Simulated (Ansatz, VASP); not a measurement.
One calculation of TiAu, two programs

```
CELL_PARAMETERS angstrom
3.22146 0.00000 0.00000
0.00000 3.22146 0.00000
0.00000 0.00000 3.25400
ATOMIC_POSITIONS crystal
Ti 0.50000 0.50000 0.50000
Au 0.00000 0.00000 0.00000
```

Change from the starting cell: equal xx and yy strain of -1 %.

Alike in both runs: task single point; functional PBEsol; k mesh 10 × 10 × 10; occupations fermi-dirac, width 0.08 eV; no spin polarisation.

|  | VASP | Ansatz |
| --- | --- | --- |
| version | VASP 6.6.1 | Ansatz 0.2.0 |
| potentials or method | VASP PAW PBE potentials, release 64 (Ti_sv, Au), cutoff 520 eV | all-electron LAPW, scalar-relativistic |

```tsv
	VASP	Ansatz	Ansatz less VASP
pressure (GPa)	-2.1	-1.9	+0.16
traceless stress, the component that is largest in VASP (GPa)	0.09	0.10	+0.006
```

VASP's potentials were made for PBE, not for PBEsol. Ansatz ran all-electron here, and VASP with PAW potentials.

Spin-orbit coupling is off throughout.
